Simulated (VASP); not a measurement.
Crystal: Ga2PN.

```
CELL_PARAMETERS angstrom
3.08324 0.00000 0.00000
0.00000 3.08324 0.00000
0.00000 0.00000 4.36036
ATOMIC_POSITIONS crystal
N 0.00000 0.00000 0.00000
Ga 0.00000 0.00000 0.50000
Ga 0.50000 0.50000 0.00000
P 0.50000 0.50000 0.50000
```

* Program: VASP 6.6.1
* Task: relaxation of cell and atoms
* Functional: PBE
* Potentials or basis: VASP PAW PBE potentials, release 64 (N, Ga_d, P)
* Cutoff: 600 eV
* k mesh: 8 × 8 × 6
* Occupations: fermi-dirac, width 0.02 eV
* Spin: no spin polarisation

At the start: pressure 63.5 GPa; volume 10.36 Å³/atom.

Q: How do energy, volume and symmetry change on relaxing?

A: Over 4 steps the energy falls by 519.6 meV/atom and the volume is 13.76 Å³/atom (+32.8 %); space group P4/mmm (No. 123, to 0.1 Å) before and after.

Step by step:
| step | energy change (eV) | largest force (eV/Å) | pressure (GPa) | volume (Å³) |
| --- | --- | --- | --- | --- |
| 1 | 0.0000 | 0.0000 | 63.53 | 41.45 |
| 2 | -0.9988 | 0.0000 | -16.54 | 71.31 |
| 3 | -2.0776 | 0.0000 | -0.70 | 55.36 |
| 4 | -2.0782 | 0.0000 | 0.01 | 55.05 |

Final structure:
```xyz
4
Lattice="3.3893 0.0000 0.0000 0.0000 3.3893 0.0000 0.0000 0.0000 4.7922" Properties=species:S:1:pos:R:3 pbc="T T T"
N     0.0000    0.0000    0.0000
Ga    0.0000    0.0000    2.3961
Ga    1.6947    1.6947    0.0000
P     1.6947    1.6947    2.3961
```

Caveat: the volume moved by over 15 % at a fixed basis, so the end points are rough.
